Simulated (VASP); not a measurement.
Here is a VASP 6.6.1 calculation.

The input INCAR:

```
  PREC = Accurate
  ENCUT = 520
  EDIFF = 1E-7
  ISMEAR = 0
  SIGMA = 0.1
  LREAL = F
  LASPH = T
  NELM = 80
  ALGO = Normal
  ISIF = 2
  LWAVE = F
  LCHARG = F
  GGA = PE
  NBANDS = 26
```

Contents of KPOINTS:

```
Automatic mesh
0
Gamma
  6 6 2
```

File POSCAR:

```
SrRu2
1.0
    3.5593402700      0.0000000000      0.0000000000
   -1.7796701300      3.0824790900      0.0000000000
    0.0000000000      0.0000000000      7.6297743100
Sr Ru
1 2
Direct
    0.0000000000      0.0000000000      0.5000000000
    0.3333333300      0.6666666700      0.8717106800
    0.6666666700      0.3333333300      0.1282893200
```

Potentials or basis: VASP PAW PBE potentials, release 64 (Sr_sv, Ru_pv).

Run with:

```sh
$ cat potpaw_PBE.64/Sr_sv/POTCAR potpaw_PBE.64/Ru_pv/POTCAR > POTCAR
$ mpirun -np 1 vasp_std > vasp.out
```

(1) Predict the largest force.

(2) Predict the band gap on the k mesh.

(3) Estimate the pressure.

## Answers

(1) 1.948 eV/Å.

(2) zero (band 19 reaches 4.17 eV, above the bottom of band 20 at 3.91 eV).

(3) -16.1 GPa.

Caveat: the k points lie up to 0.41 Å⁻¹ apart; forces of over 1 eV/Å act on the atoms, so gaps and moduli don't describe the material at rest.
